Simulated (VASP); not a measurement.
Si3Cl, 4 atoms in the cell. It takes space group Pm-3m (No. 221, cubic). The conventional cell has a = 4.101 Å, b = 4.101 Å, c = 4.101 Å, α = 90.00°, β = 90.00°, γ = 90.00°. Si (site symmetry 4/mmm) has 8 Si at 2.90 Å and 4 Cl at 2.90 Å within 3.8 Å. Within 3.8 Å of Cl (site symmetry m-3m) lie 12 Si at 2.90 Å. 

* Program: VASP 6.6.1
* Task: single point
* Functional: PBE
* Potentials or basis: VASP PAW PBE potentials, release 64 (Si, Cl)
* Cutoff: 500 eV
* k mesh: 4 × 4 × 4
* Occupations: gaussian, width 0.1 eV
* Spin: no spin polarisation
* Dipole correction: no
* Further INCAR settings: ALGO = Normal; EDIFF = 1e-06; NBANDS = 18

Potentials or basis: VASP PAW PBE potentials, release 64 (Si, Cl).

Launch:

```bash
$ cat potpaw_PBE.64/Si/POTCAR potpaw_PBE.64/Cl/POTCAR > POTCAR
$ mpirun -np 1 vasp_std > vasp.out
```

Hardware: 1 thread of Intel Xeon 8259CL, with other jobs on the host.

Task: Estimate the wall time of this run.

Result: It took 16 s on 1 thread of Intel Xeon 8259CL, with other jobs on the host, peak memory 0.16 GiB. Counts: scf iterations 11, k points 10.
